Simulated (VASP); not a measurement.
# ZnS4 (C2) in VASP: density of states with PBE

Aim: the density of states of ZnS4 with PBE.

All numbers are computed with VASP 6.6.1; they aren't measurements. Logs are shortened: lines on timing, memory, paths and dates and some standing lists are left out, and cuts for length are marked.

## (1) The cell of the first run

It takes space group C2 (No. 5, monoclinic). The conventional cell has a = 6.415 Å, b = 4.811 Å, c = 7.511 Å, α = 90.00°, β = 107.67°, γ = 90.00°. Within 3.2 Å of Zn (site symmetry 2) lie 4 S at 2.39 to 2.41 Å. S (site symmetry 1) has 1 S at 2.18 Å and 2 Zn at 2.39 to 2.41 Å within 2.9 Å. S (site symmetry 1) has 2 S at 1.97 to 2.18 Å within 2.6 Å.

## (2) Density of states, PBE

POSCAR reads:

```
ZnS4
1.0
    3.2076291106     -2.4056755075     -0.0149701244
    3.2076291106      2.4056755075     -0.0149701244
   -2.2463935017      0.0000000000      7.1670728105
Zn S
1 4
Direct
    0.0318078489      0.9681921511      0.0000000000
    0.4393708690      1.0031059254      0.8228737142
    0.6616211561      0.6316939486      0.5930341765
   -0.0031059254      0.5606291310      0.1771262858
    0.3683060514      0.3383788439      0.4069658235
```

INCAR.step1 reads:

```
ALGO = Normal ; EDIFF = 1E-7
ENCUT = 520 ; GGA = PE
ISIF = 2 ; ISMEAR = 0
LASPH = T ; LCHARG = T
LREAL = F ; LWAVE = F
NBANDS = 26 ; NELM = 100
PREC = Accurate ; SIGMA = 0.02
```

KPOINTS.step1 reads:

```
k-points
0
Gamma
  8 8 4
```

INCAR.step2 reads:

```
ALGO = Normal ; EDIFF = 1E-7
ENCUT = 520 ; GGA = PE
ICHARG = 11 ; ISIF = 2
ISMEAR = -5 ; LASPH = T
LCHARG = F ; LORBIT = 11
LREAL = F ; LWAVE = F
NBANDS = 26 ; NEDOS = 2001
NELM = 100 ; PREC = Accurate
SIGMA = 0.02
```

KPOINTS.step2 reads:

```
k-points
0
Gamma
  12 12 6
```

Potentials or basis: VASP PAW PBE potentials, release 64 (Zn, S).

Launch:

```sh
$ cat potpaw_PBE.64/Zn/POTCAR potpaw_PBE.64/S/POTCAR > POTCAR
$ cp INCAR.step1 INCAR
$ cp KPOINTS.step1 KPOINTS
$ mpirun -np 1 vasp_std > vasp.out
$ cp INCAR.step2 INCAR
$ cp KPOINTS.step2 KPOINTS
$ mpirun -np 1 vasp_std > vasp.out
```

OUTCAR:

```text
EDIFF = 1E-7
   ENCUT = 520
   GGA = PE
   ICHARG = 11
   ISIF = 2
   ISMEAR = -5
   LASPH = T
   LORBIT = 11
   LREAL = F
   NELM = 100
   PREC = Accurate

 ion  position               nearest neighbor table
   1  0.032  0.968  0.000-   2 2.39   4 2.39   4 2.41   2 2.41
   2  0.439  0.003  0.823-   3 2.18   1 2.39   1 2.41
   3  0.662  0.632  0.593-   5 1.97   2 2.18
   4  0.997  0.561  0.177-   5 2.18   1 2.39   1 2.41
   5  0.368  0.338  0.407-   3 1.97   4 2.18

  LATTYP: Found a base centered monoclinic cell.
 ALAT       =     6.4153280869
 B/A-ratio  =     0.7499773901
 C/A-ratio  =     1.1707699298
 COS(beta)  =    -0.3035356348

  Lattice vectors:

 A1 = (   3.2076291106,  -2.4056755075,  -0.0149701244)
 A2 = (   3.2076291106,   2.4056755075,  -0.0149701244)
 A3 = (  -2.2463935017,   0.0000000000,   7.1670728105)

Analysis of symmetry for initial positions (statically):
=====================================================================
 Subroutine PRICEL returns:
 Original cell was already a primitive cell.

 Routine SETGRP: Setting up the symmetry group for a
 base centered monoclinic supercell.

 Subroutine GETGRP returns: Found  2 space group operations
 (whereof  2 operations were pure point group operations)
 out of a pool of  4 trial point group operations.

The static configuration has the point symmetry C_2 .

Analysis of symmetry for dynamics (positions and initial velocities):
=====================================================================
 Subroutine PRICEL returns:
 Original cell was already a primitive cell.

 Routine SETGRP: Setting up the symmetry group for a
 base centered monoclinic supercell.

 Subroutine GETGRP returns: Found  2 space group operations
 (whereof  2 operations were pure point group operations)
 out of a pool of  4 trial point group operations.

The dynamic configuration has the point symmetry C_2 .

 Subroutine INISYM returns: Found  2 space group operations
 (whereof  2 operations are pure point group operations),
 and found     1 'primitive' translations

----------------------------------------------------------------------------------------

                                     Primitive cell

  volume of cell :     110.4478

  direct lattice vectors                    reciprocal lattice vectors
     3.207629111 -2.405675507 -0.014970124     0.156106724 -0.207841830  0.048928920
     3.207629111  2.405675507 -0.014970124     0.156106724  0.207841830  0.048928920
    -2.246393502  0.000000000  7.167072810     0.000652132  0.000000000  0.139731376

  length of vectors
     4.009536540  4.009536540  7.510873214     0.264502504  0.264502504  0.139732898

  position of ions in fractional coordinates (direct lattice)
     0.031807849  0.968192151  0.000000000
     0.439370869  0.003105925  0.822873714
     0.661621156  0.631693949  0.593034176
     0.996894075  0.560629131  0.177126286
     0.368306051  0.338378844  0.406965824

  ion indices of the primitive-cell ions
   primitive index   ion index
                 1           1
                 2           2
                 3           3
                 4           4
                 5           5

----------------------------------------------------------------------------------------

 KPOINTS: k-points

Automatic generation of k-mesh.
 Grid dimensions read from file:
 generate k-points for:   12   12    6

 Generating k-lattice:

  Cartesian coordinates                     Fractional coordinates (reciprocal lattice)
     0.013008894 -0.017320153  0.004077410     0.083333333 -0.000000000  0.000000000
     0.013008894  0.017320153  0.004077410    -0.000000000  0.083333333  0.000000000
     0.000108689  0.000000000  0.023288563     0.000000000  0.000000000  0.166666667

  Length of vectors
     0.022041875  0.022041875  0.023288816

  Shift w.r.t. Gamma in fractional coordinates (k-lattice)
     0.000000000  0.000000000  0.000000000

 TETIRR: Found   1296 inequivalent tetrahedra from     5184

 Subroutine IBZKPT returns following result:
 ===========================================

 Found    242 irreducible k-points:

 Following reciprocal coordinates:
            Coordinates               Weight
  0.000000  0.000000  0.000000      1.000000
  0.083333  0.000000  0.000000      4.000000
  0.166667  0.000000 -0.000000      4.000000
  0.250000  0.000000 -0.000000      4.000000
  0.333333  0.000000 -0.000000      4.000000
  0.416667  0.000000 -0.000000      4.000000
[... 16 lines left out ...]
  0.500000  0.166667 -0.000000      4.000000
 -0.416667  0.166667  0.000000      4.000000
 [... further k-points ...]
   k-points           NKPTS =    242   k-points in BZ     NKDIM =    242   number of bands    NBANDS=     26
   number of dos      NEDOS =   2001   number of ions     NIONS =      5
   total plane-waves  NPLWV =  50400
   dimension x,y,z NGX =    30 NGY =   30 NGZ =   56
   dimension x,y,z NGXF=    60 NGYF=   60 NGZF=  112
   ions per type =               1   4
   NGX,Y,Z   is equivalent  to a cutoff of  12.44, 12.44, 12.40 a.u.
   NGXF,Y,Z  is equivalent  to a cutoff of  24.88, 24.88, 24.79 a.u.
 SYSTEM =  unknown system
   PREC   = accura    normal or accurate (medium, high low for compatibility)
   ISTART =      0    job   : 0-new  1-cont  2-samecut
   ICHARG =     11    charge: 1-file 2-atom 10-const
   ISPIN  =      1    spin polarized calculation?
   LNONCOLLINEAR =      F non collinear calculations
   LSORBIT =      F    spin-orbit coupling
   LASPH  =      T    aspherical Exc in radial PAW
   ENCUT  =  520.0 eV  38.22 Ry    6.18 a.u.   7.46  7.46 13.97*2*pi/ulx,y,z
   NELM   =    100;   NELMIN=  2; NELMDL=  0     # of ELM steps
   EDIFF  = 0.1E-06   stopping-criterion for ELM
   LREAL  =      F    real-space projection
   EDIFFG = 0.1E-05   stopping-criterion for IOM
   NSW    =      0    number of steps for IOM
   IBRION =     -1    ionic relax: 0-MD 1-quasi-New 2-CG
   NFREE  =      0    steps in history (QN), initial steepest desc. (CG)
   ISIF   =      2    stress and relaxation
   ISYM   =      2    0-nonsym 1-usesym 2-fastsym
   POTIM  = 0.5000    time-step for ionic-motion
   TEBEG  =    0.0;   TEEND  =   0.0 temperature during run
   PSTRESS=    0.0 pullay stress
   NELECT =      36.0000    total number of electrons
   NUPDOWN=      -1.0000    fix difference up-down
   EMIN   =  10.00;   EMAX   =-10.00  energy-range for DOS
   EFERMI =   0.00;   METHOD = LEGACY
   ISMEAR =    -5;   SIGMA  =   0.02  broadening in eV -4-tet -1-fermi 0-gaus
   EFERMI_NEDOS =   21; number of points for ismear=-14 and -15
   IALGO  =     38    algorithm
   IMIX   =      4    mixing-type and parameters
     AMIX     =   0.40;   BMIX     =  1.00
     AMIX_MAG =   1.60;   BMIX_MAG =  1.00
  volume/ion in A,a.u.               =      22.09       149.07
  Fermi-wavevector in a.u.,A,eV,Ry     =   1.126652  2.129064 17.270493  1.269345
  Thomas-Fermi vector in A             =   2.263335
   LORBIT       =     11    0 simple, 1 ext, 2 COOP (PROOUT), +10 PAW based schemes
   GGA     = PE    functional components
   LHFCALC =     F    Hartree Fock is set to
   AEXX    =    0.0000 exact exchange contribution
   IVDW    =     0    specifies the selected vdW correction
   LEPSILON=     F    determine dielectric tensor
   LRPA    =     F    only Hartree local field effects (RPA)
 non-spin polarized calculation
 Fermi weights with tetrahedron method with Bloechl corrections
  energy-cutoff  :      520.00
  volume of cell :      110.45
 maximum number of plane-waves:      2998
 NGX is ok and might be reduce to    30

 number of electron      36.0000006 magnetization

 Free energy of the ion-electron system (eV)
  ---------------------------------------------------
  ext. energy  EPLUGINS =         0.00000000
  ---------------------------------------------------
  free energy    TOTEN  =       -18.04764138 eV

  energy without entropy =      -18.04764138  energy(sigma->0) =      -18.04764138

 E-fermi :   2.6811     XC(G=0):  -9.0877

 val. band max:        2.6698048400   @ k =  -0.3333   0.1667   0.3333
 cond. band min:       4.1296028959   @ k =   0.0000   0.0000   0.5000
 fundamental gap:      1.4597980559
 Fermi energy:         2.6811157791

 k-point     1 :       0.0000    0.0000    0.0000
  band No.  band energies     occupation
      1     -13.3526      2.00000
      2     -10.8582      2.00000
      3      -9.9069      2.00000
      4      -6.5627      2.00000
      5      -4.2651      2.00000
      6      -3.8727      2.00000
[... 18 lines left out ...]
     25       9.2603      0.00000
     26       9.9746      0.00000

 k-point     2 :       0.0833    0.0000    0.0000
  band No.  band energies     occupation
      1     -13.3326      2.00000
      2     -10.8620      2.00000
      3      -9.8761      2.00000
      4      -6.6064      2.00000
      5      -4.2612      2.00000
      6      -3.8740      2.00000
[... 18 lines left out ...]
     25       9.2045      0.00000
     26      10.1088      0.00000

 k-point     3 :       0.1667    0.0000   -0.0000
  band No.  band energies     occupation
      1     -13.2766      2.00000
      2     -10.8710      2.00000
      3      -9.7935      2.00000
      4      -6.7236      2.00000
      5      -4.2518      2.00000
      6      -3.8773      2.00000
[... 572 lines left out ...]
 k-point    23 :       0.5000    0.1667   -0.0000
  band No.  band energies     occupation
      1     -12.9671      2.00000
      2     -10.8935      2.00000
      3      -9.4210      2.00000
      4      -7.1921      2.00000
      5      -4.2155      2.00000
      6      -3.8484      2.00000
[... 18 lines left out ...]
     25      10.3298      0.00000
     26      10.7813      0.00000

 k-point    24 :      -0.4167    0.1667    0.0000
  band No.  band energies     occupation
      1     -12.9803      2.00000
      2     -10.8561      2.00000
      3      -9.4849      2.00000
      4      -7.1716      2.00000
      5      -4.2528      2.00000
      6      -3.8572      2.00000
[... 18 lines left out ...]
     25      10.2534      0.00000
     26      10.7920      0.00000

 [... further k-points ...]
[... 5 lines left out ...]
  --------------------------------------------------------------------------------------
  -------------------------------------------------------------------------------------
  Total       -0.1193119     -0.0879544     -0.2775096      0.0000000      0.0000000     -0.1628379
  in kB       -1.7307606     -1.2758834     -4.0256067      0.0000000      0.0000000     -2.3621570
  external PRESSURE =      -2.3440836 kB  Pullay stress =       0.0000000 kB

 VOLUME and BASIS-vectors are now :
 -----------------------------------------------------------------------------
  energy-cutoff  :      520.00
  volume of cell :      110.45
      direct lattice vectors                 reciprocal lattice vectors
     3.207629111 -2.405675507 -0.014970124     0.156106724 -0.207841830  0.048928920
     3.207629111  2.405675507 -0.014970124     0.156106724  0.207841830  0.048928920
    -2.246393502  0.000000000  7.167072810     0.000652132  0.000000000  0.139731376

 POSITION                                       TOTAL-FORCE (eV/Angst)
 -----------------------------------------------------------------------------------
      3.20763      2.25264     -0.01497         0.000000     -0.003786      0.000000
     -0.42920     -1.04951      5.89097         0.001622     -0.034096     -0.061380
      2.81629     -0.07200      4.23096        -0.097306      0.035989     -0.059143
      4.59806     -1.04951      1.24616        -0.001622     -0.034096      0.061380
      1.35258     -0.07200      2.90617         0.097306      0.035989      0.059143
 -----------------------------------------------------------------------------------
    total drift:                                0.000000     -0.000831      0.000000

  FREE ENERGIE OF THE ION-ELECTRON SYSTEM (eV)
  ---------------------------------------------------
  free  energy   TOTEN  =       -18.0476413785 eV

  energy  without entropy=      -18.0476413785  energy(sigma->0) =      -18.04764138

 total charge

# of ion       s       p       d       tot
------------------------------------------
    1        0.512   0.405   9.787  10.704
    2        1.357   2.304   0.000   3.660
    3        1.385   2.224   0.000   3.610
    4        1.357   2.304   0.000   3.660
    5        1.385   2.224   0.000   3.610
--------------------------------------------------
tot          5.996   9.461   9.787  25.245
```

Wall time 6.3 min (1 thread of Intel Xeon Platinum 8488C (Sapphire Rapids), shared host); peak memory 0.63 GiB.

Results:

| Quantity | Value |
| --- | --- |
| Valence electrons inside the program's atomic spheres | Zn 10.70; S 3.66, 3.61 |
